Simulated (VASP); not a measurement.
Here is a VASP 6.6.1 calculation.

Contents of INCAR:

```
ALGO = Normal ; EDIFF = 1E-6
ENCUT = 520 ; GGA = PE
ISIF = 2 ; ISMEAR = 0
LASPH = True ; LCHARG = False
LREAL = False ; LWAVE = False
NBANDS = 15 ; NELM = 80
PREC = Accurate ; SIGMA = 0.028999999999999998
```

KPOINTS

```
k-points
0
Gamma
  10 10 10
```

File POSCAR:

```
CaO
1.0
    0.0000000000      2.4035556960      2.4035556960
    2.4035556960      0.0000000000      2.4035556960
    2.4035556960      2.4035556960      0.0000000000
Ca O
1 1
Direct
    0.0000000000      0.0000000000      0.0000000000
    0.5000000000      0.5000000000      0.5000000000
```

Potentials or basis: VASP PAW PBE potentials, release 64 (Ca_sv, O).

The run is started by

```console
$ cat potpaw_PBE.64/Ca_sv/POTCAR potpaw_PBE.64/O/POTCAR > POTCAR
$ mpirun -np 1 vasp_std > vasp.out
```

Problem. Predict the band gap on the k mesh.

Solution. 3.64 eV (least direct gap 4.01 eV).

Problem. Predict the pressure.

Solution. 2.2 GPa.

A k mesh can miss the band edges.
